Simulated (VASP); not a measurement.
# Rh (P6_3/mmc) in VASP: a series of runs

Runs on Rh. Level: PBE. Tasks: single point.

Everything below comes from runs of VASP 6.6.1. Logs are shortened: lines on timing, memory, paths and dates and some standing lists are left out, and cuts for length are marked.

### 1 The cell of the first run

Symmetry: P6_3/mmc, No. 194, hexagonal system. The conventional cell has a = 2.753 Å, b = 2.753 Å, c = 4.430 Å, α = 90.00°, β = 90.00°, γ = 120.00°. Rh (site symmetry -6m2) has 12 Rh at 2.73 to 2.75 Å within 3.6 Å.

### 2 Single point, PBE

The input, INCAR:

```
SYSTEM = Rh
PREC = Accurate
ENCUT = 520
EDIFF = 1E-6
ISMEAR = -1
SIGMA = 0.1
LREAL = .False.
LASPH = .True.
NELM = 80
ALGO = Normal
ISIF = 2
LWAVE = .False.
LCHARG = .False.
GGA = PE
NBANDS = 22
```

The input, KPOINTS:

```
regular mesh
0
Gamma
  16 16 9
  0 0 0
```

The input, POSCAR:

```
Rh
1.0
    2.7531218473      0.0000000000      0.0000000000
   -1.3765609237      2.3842734595      0.0000000000
    0.0000000000      0.0000000000      4.4303886211
Rh
2
Direct
    0.3333333333      0.6666666667      0.2500000000
    0.6666666667      0.3333333333      0.7500000000
```

Potentials or basis: VASP PAW PBE potentials, release 64 (Rh_pv).

Run with:

```console
cat potpaw_PBE.64/Rh_pv/POTCAR > POTCAR
mpirun -np 1 vasp_std > vasp.out
```

OUTCAR:

```text
SYSTEM = Rh
   PREC = Accurate
   ENCUT = 520
   EDIFF = 1E-6
   ISMEAR = -1
   LREAL = .False.
   LASPH = .True.
   NELM = 80
   ISIF = 2
   GGA = PE

 ion  position               nearest neighbor table
   1  0.333  0.667  0.250-   2 2.73   2 2.73   2 2.73   2 2.73   2 2.73   2 2.73
   2  0.667  0.333  0.750-   1 2.73   1 2.73   1 2.73   1 2.73   1 2.73   1 2.73

  LATTYP: Found a hexagonal cell.
 ALAT       =     2.7531218473
 C/A-ratio  =     1.6092235894

  Lattice vectors:

 A1 = (   2.7531218473,   0.0000000000,   0.0000000000)
 A2 = (  -1.3765609237,   2.3842734595,   0.0000000000)
 A3 = (   0.0000000000,   0.0000000000,   4.4303886211)

Analysis of symmetry for initial positions (statically):
=====================================================================
 Subroutine PRICEL returns:
 Original cell was already a primitive cell.

 Routine SETGRP: Setting up the symmetry group for a
 hexagonal supercell.

 Subroutine GETGRP returns: Found 24 space group operations
 (whereof 12 operations were pure point group operations)
 out of a pool of 24 trial point group operations.

The static configuration has the point symmetry D_3d.
 The point group associated with its full space group is D_6h.

Analysis of symmetry for dynamics (positions and initial velocities):
=====================================================================
 Subroutine PRICEL returns:
 Original cell was already a primitive cell.

 Routine SETGRP: Setting up the symmetry group for a
 hexagonal supercell.

 Subroutine GETGRP returns: Found 24 space group operations
 (whereof 12 operations were pure point group operations)
 out of a pool of 24 trial point group operations.

The dynamic configuration has the point symmetry D_3d.
 The point group associated with its full space group is D_6h.

 Subroutine INISYM returns: Found 24 space group operations
 (whereof 12 operations are pure point group operations),
 and found     1 'primitive' translations

----------------------------------------------------------------------------------------

                                     Primitive cell

  volume of cell :      29.0819

  direct lattice vectors                    reciprocal lattice vectors
     2.753121847  0.000000000  0.000000000     0.363224025  0.209707489  0.000000000
    -1.376560924  2.384273460  0.000000000     0.000000000  0.419414978  0.000000000
     0.000000000  0.000000000  4.430388621     0.000000000  0.000000000  0.225713834

  length of vectors
     2.753121847  2.753121847  4.430388621     0.419414978  0.419414978  0.225713834

  position of ions in fractional coordinates (direct lattice)
     0.333333333  0.666666667  0.250000000
     0.666666667  0.333333333  0.750000000

  ion indices of the primitive-cell ions
   primitive index   ion index
                 1           1
                 2           2

----------------------------------------------------------------------------------------

 KPOINTS: regular mesh

Automatic generation of k-mesh.
 Grid dimensions read from file:
 generate k-points for:   16   16    9

 Generating k-lattice:

  Cartesian coordinates                     Fractional coordinates (reciprocal lattice)
     0.022701502  0.013106718  0.000000000     0.062500000 -0.000000000  0.000000000
     0.000000000  0.026213436  0.000000000     0.000000000  0.062500000  0.000000000
     0.000000000  0.000000000  0.025079315     0.000000000  0.000000000  0.111111111

  Length of vectors
     0.026213436  0.026213436  0.025079315

  Shift w.r.t. Gamma in fractional coordinates (k-lattice)
     0.000000000  0.000000000  0.000000000

 Subroutine IBZKPT returns following result:
 ===========================================

 Found    150 irreducible k-points:

 Following reciprocal coordinates:
            Coordinates               Weight
  0.000000  0.000000  0.000000      1.000000
  0.062500  0.000000  0.000000      6.000000
  0.125000  0.000000  0.000000      6.000000
  0.187500  0.000000  0.000000      6.000000
  0.250000  0.000000  0.000000      6.000000
  0.312500 -0.000000  0.000000      6.000000
[... 16 lines left out ...]
  0.187500  0.187500  0.000000      6.000000
  0.250000  0.187500  0.000000     12.000000
 [... further k-points ...]
   k-points           NKPTS =    150   k-points in BZ     NKDIM =    150   number of bands    NBANDS=     22
   number of dos      NEDOS =    301   number of ions     NIONS =      2
   total plane-waves  NPLWV =  14400
   dimension x,y,z NGX =    20 NGY =   20 NGZ =   36
   dimension x,y,z NGXF=    40 NGYF=   40 NGZF=   72
   ions per type =               2
   NGX,Y,Z   is equivalent  to a cutoff of  12.08, 12.08, 13.51 a.u.
   NGXF,Y,Z  is equivalent  to a cutoff of  24.15, 24.15, 27.02 a.u.
 SYSTEM =  Rh
   PREC   = accura    normal or accurate (medium, high low for compatibility)
   ISTART =      0    job   : 0-new  1-cont  2-samecut
   ICHARG =      2    charge: 1-file 2-atom 10-const
   ISPIN  =      1    spin polarized calculation?
   LNONCOLLINEAR =      F non collinear calculations
   LSORBIT =      F    spin-orbit coupling
   LASPH  =      T    aspherical Exc in radial PAW
   ENCUT  =  520.0 eV  38.22 Ry    6.18 a.u.   5.12  5.12  8.24*2*pi/ulx,y,z
   NELM   =     80;   NELMIN=  2; NELMDL= -5     # of ELM steps
   EDIFF  = 0.1E-05   stopping-criterion for ELM
   LREAL  =      F    real-space projection
[... 7 lines left out ...]
   TEBEG  =    0.0;   TEEND  =   0.0 temperature during run
   PSTRESS=    0.0 pullay stress
   NELECT =      30.0000    total number of electrons
   NUPDOWN=      -1.0000    fix difference up-down
   EMIN   =  10.00;   EMAX   =-10.00  energy-range for DOS
   EFERMI =   0.00;   METHOD = LEGACY
   ISMEAR =    -1;   SIGMA  =   0.10  broadening in eV -4-tet -1-fermi 0-gaus
   EFERMI_NEDOS =   21; number of points for ismear=-14 and -15
   IALGO  =     38    algorithm
   IMIX   =      4    mixing-type and parameters
     AMIX     =   0.40;   BMIX     =  1.00
     AMIX_MAG =   1.60;   BMIX_MAG =  1.00
  volume/ion in A,a.u.               =      14.54        98.13
  Fermi-wavevector in a.u.,A,eV,Ry     =   1.654147  3.125885 37.228299  2.736203
  Thomas-Fermi vector in A             =   2.742464
   LORBIT       =      0    0 simple, 1 ext, 2 COOP (PROOUT), +10 PAW based schemes
   GGA     = PE    functional components
   LHFCALC =     F    Hartree Fock is set to
   AEXX    =    0.0000 exact exchange contribution
   IVDW    =     0    specifies the selected vdW correction
   LEPSILON=     F    determine dielectric tensor
   LRPA    =     F    only Hartree local field effects (RPA)
 non-spin polarized calculation
  energy-cutoff  :      520.00
  volume of cell :       29.08
 maximum number of plane-waves:       793
   NGX = 11   NGY = 11   NGZ = 17

 number of electron      30.0000005 magnetization

 Free energy of the ion-electron system (eV)
  ---------------------------------------------------
  ext. energy  EPLUGINS =         0.00000000
  ---------------------------------------------------
  free energy    TOTEN  =       -14.48196033 eV

  energy without entropy =      -14.36301669  energy(sigma->0) =      -14.42248851

 E-fermi :  10.9872     XC(G=0): -13.6710

 val. band max:       10.9827824693   @ k =   0.3125   0.3125   0.1111
 cond. band min:      10.9963716807   @ k =   0.1250   0.0625   0.3333
 fundamental gap:      0.0135892114
 Fermi energy:        10.9871772239

 k-point     1 :       0.0000    0.0000    0.0000
  band No.  band energies     occupation
      1     -35.9883      2.00000
      2     -35.4426      2.00000
      3     -35.4426      2.00000
      4     -35.3637      2.00000
      5     -35.3509      2.00000
      6     -35.3509      2.00000
[... 14 lines left out ...]
     21      29.1239      0.00000
     22      29.6022      0.00000

 k-point     2 :       0.0625    0.0000    0.0000
  band No.  band energies     occupation
      1     -35.9808      2.00000
      2     -35.4592      2.00000
      3     -35.4481      2.00000
      4     -35.3682      2.00000
      5     -35.3669      2.00000
      6     -35.3535      2.00000
[... 14 lines left out ...]
     21      29.2673      0.00000
     22      29.6630      0.00000

 k-point     3 :       0.1250    0.0000    0.0000
  band No.  band energies     occupation
      1     -35.9590      2.00000
      2     -35.5065      2.00000
      3     -35.4635      2.00000
      4     -35.4172      2.00000
      5     -35.3767      2.00000
      6     -35.3612      2.00000
[... 14 lines left out ...]
     21      29.3708      0.00000
     22      29.6237      0.00000

 k-point     4 :       0.1875    0.0000    0.0000
  band No.  band energies     occupation
      1     -35.9245      2.00000
      2     -35.5775      2.00000
      3     -35.4893      2.00000
      4     -35.4860      2.00000
      5     -35.3930      2.00000
      6     -35.3733      2.00000
[... 14 lines left out ...]
     21      28.9331      0.00000
     22      29.4111      0.00000

 k-point     5 :       0.2500    0.0000    0.0000
  band No.  band energies     occupation
      1     -35.8802      2.00000
      2     -35.6615      2.00000
      3     -35.5728      2.00000
      4     -35.5119      2.00000
      5     -35.4158      2.00000
      6     -35.3880      2.00000
[... 417 lines left out ...]
 k-point    22 :       0.4375    0.1250    0.0000
  band No.  band energies     occupation
      1     -35.8622      2.00000
      2     -35.7648      2.00000
      3     -35.7042      2.00000
      4     -35.6119      2.00000
      5     -35.5316      2.00000
      6     -35.4712      2.00000
[... 14 lines left out ...]
     21      22.0471      0.00000
     22      24.8877      0.00000

 k-point    23 :       0.1875    0.1875    0.0000
  band No.  band energies     occupation
      1     -35.8178      2.00000
      2     -35.7021      2.00000
      3     -35.6992      2.00000
      4     -35.5371      2.00000
      5     -35.4518      2.00000
      6     -35.4511      2.00000
[... 14 lines left out ...]
     21      23.0504      0.00000
     22      27.3715      0.00000

 k-point    24 :       0.2500    0.1875    0.0000
  band No.  band energies     occupation
      1     -35.7696      2.00000
      2     -35.7642      2.00000
      3     -35.7279      2.00000
      4     -35.5769      2.00000
      5     -35.4831      2.00000
      6     -35.4820      2.00000
[... 14 lines left out ...]
     21      21.9248      0.00000
     22      26.7496      0.00000

 [... further k-points ...]
[... 5 lines left out ...]
  --------------------------------------------------------------------------------------
  -------------------------------------------------------------------------------------
  Total       -1.2339815     -1.2339815     -1.2314709      0.0000000      0.0000000      0.0000000
  in kB      -67.9823088    -67.9823088    -67.8439969      0.0000000      0.0000000      0.0000000
  external PRESSURE =     -67.9362048 kB  Pullay stress =       0.0000000 kB

 VOLUME and BASIS-vectors are now :
 -----------------------------------------------------------------------------
  energy-cutoff  :      520.00
  volume of cell :       29.08
      direct lattice vectors                 reciprocal lattice vectors
     2.753121847  0.000000000  0.000000000     0.363224025  0.209707489  0.000000000
    -1.376560924  2.384273460  0.000000000     0.000000000  0.419414978  0.000000000
     0.000000000  0.000000000  4.430388621     0.000000000  0.000000000  0.225713834

 POSITION                                       TOTAL-FORCE (eV/Angst)
 -----------------------------------------------------------------------------------
     -0.00000      1.58952      1.10760        -0.000000      0.000000      0.000000
      1.37656      0.79476      3.32279         0.000000     -0.000000      0.000000
 -----------------------------------------------------------------------------------
    total drift:                               -0.000000      0.000000     -0.000000

  FREE ENERGIE OF THE ION-ELECTRON SYSTEM (eV)
  ---------------------------------------------------
  free  energy   TOTEN  =       -14.4819603321 eV

  energy  without entropy=      -14.3630166890  energy(sigma->0) =      -14.42248851
```

It took 60 s on 1 thread of AMD EPYC 7R43 (Zen 3), shared host; peak memory 0.15 GiB.

What came out:

```yaml
Free_energy: -14.4820 eV
Pressure: -6.8 GPa
Band_gap_on_the_k_mesh: zero (band 15 reaches 11.57 eV, above the bottom of band 16 at 9.45 eV)
```

### 3 Single point, PBE

The input, INCAR:

```
SYSTEM = Rh
ALGO = Normal
EDIFF = 1E-7
ENCUT = 520
GGA = PE
ISIF = 2
ISMEAR = -1
LASPH = .True.
LCHARG = .False.
LREAL = .False.
LWAVE = .False.
NBANDS = 22
NELM = 80
PREC = Accurate
SIGMA = 0.1
```

The input, KPOINTS:

```
k-points
0
Gamma
  16 16 9
  0 0 0
```

The input, POSCAR:

```
Rh
1.0
    2.7530741485      0.0000000000      0.0000000000
   -1.3765370743      2.3842321511      0.0000000000
    0.0000000000      0.0000000000      4.4297629707
Rh
2
Direct
    0.3333333333      0.6666666667      0.2500000000
    0.6666666667      0.3333333333      0.7500000000
```

Potentials or basis: VASP PAW PBE potentials, release 64 (Rh_pv).

Run with:

```console
cat potpaw_PBE.64/Rh_pv/POTCAR > POTCAR
mpirun -np 1 vasp_std > vasp.out
```

Run time: 78 s. Hardware: 1 thread of AMD EPYC 7R43 (Zen 3), shared host; peak memory 0.15 GiB.

The run converged. Its results:

```yaml
Free_energy: -14.4822 eV
Pressure: -6.7 GPa
Band_gap_on_the_k_mesh: zero (band 15 reaches 11.58 eV, above the bottom of band 16 at 9.45 eV)
```

Levels at points of the mesh, in eV from the Fermi level:
```
           k point  band 12  band 13  band 14  band 15  band 16  band 17  band 18  band 19
(0.00, 0.00, 0.00)    -2.29    -2.29    -1.78    -1.78     0.13     0.13     0.85     8.17
(0.50, 0.00, 0.00)    -2.03    -1.99     0.37     0.59     0.65     2.86     4.85     9.97
```
